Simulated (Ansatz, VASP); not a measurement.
Tl: VASP beside Ansatz

File INCAR:

```
SYSTEM = Tl
ALGO = Normal
EDIFF = 1E-6
ENCUT = 520
GGA = PS
ISIF = 2
ISMEAR = -1
LASPH = .True.
LCHARG = .False.
LREAL = .False.
LWAVE = .False.
NBANDS = 20
NELM = 100
PREC = Accurate
SIGMA = 0.1
```

KPOINTS

```
k-points
0
Gamma
  10 10 10
  0 0 0
```

POSCAR

```
Tl
1.0
    0.0000000000      2.8175513204      2.8175513204
    2.8175513204      0.0000000000      2.8175513204
    2.8175513204      2.8175513204      0.0000000000
Tl
2
Direct
   -0.1250000000     -0.1250000000     -0.1250000000
    0.1250000000      0.1250000000      0.1250000000
```

Input for Ansatz:

```yaml
crystal:
  lattice:
    - [0.0, 2.8175513204, 2.8175513204]
    - [2.8175513204, 0.0, 2.8175513204]
    - [2.8175513204, 2.8175513204, 0.0]
  atoms:
    - { symbol: Tl, position: [-0.125, -0.125, -0.125] }
    - { symbol: Tl, position: [0.125, 0.125, 0.125] }
kpoints:
  mp_grid: { grid: [10, 10, 10] }
scf:
  occupations: { method: fermi_dirac, width: 0.1 }
hamiltonian:
  xc: pbesol
  pseudopotentials: { kind: all_electron, lapw: { basis_error: 0.001 } }
output:
  forces: true
  stress: true
  eigenvalues: true
  populations: true
```

Change from the starting cell: volume scaled by 0.55, LAPW.

Alike in both runs: task single point; functional PBEsol; k mesh 10 × 10 × 10; occupations fermi-dirac, width 0.1 eV; no spin polarisation.

|  | VASP | Ansatz |
| --- | --- | --- |
| version | VASP 6.6.1 | Ansatz 0.2.0 |
| potentials or method | VASP PAW PBE potentials, release 64 (Tl_d), cutoff 520 eV | all-electron LAPW, scalar-relativistic |

```tsv
	VASP	Ansatz	Ansatz less VASP
pressure (GPa)	60.0	59.9	-0.15
```

VASP's potentials were made for PBE, not for PBEsol. Both programs put the cell under a high pressure, so it lies far from rest at this level. Ansatz ran all-electron here, and VASP with PAW potentials.

Neither program's run includes spin-orbit coupling. Noted on VASP's run: the cell as given lies far from equilibrium.
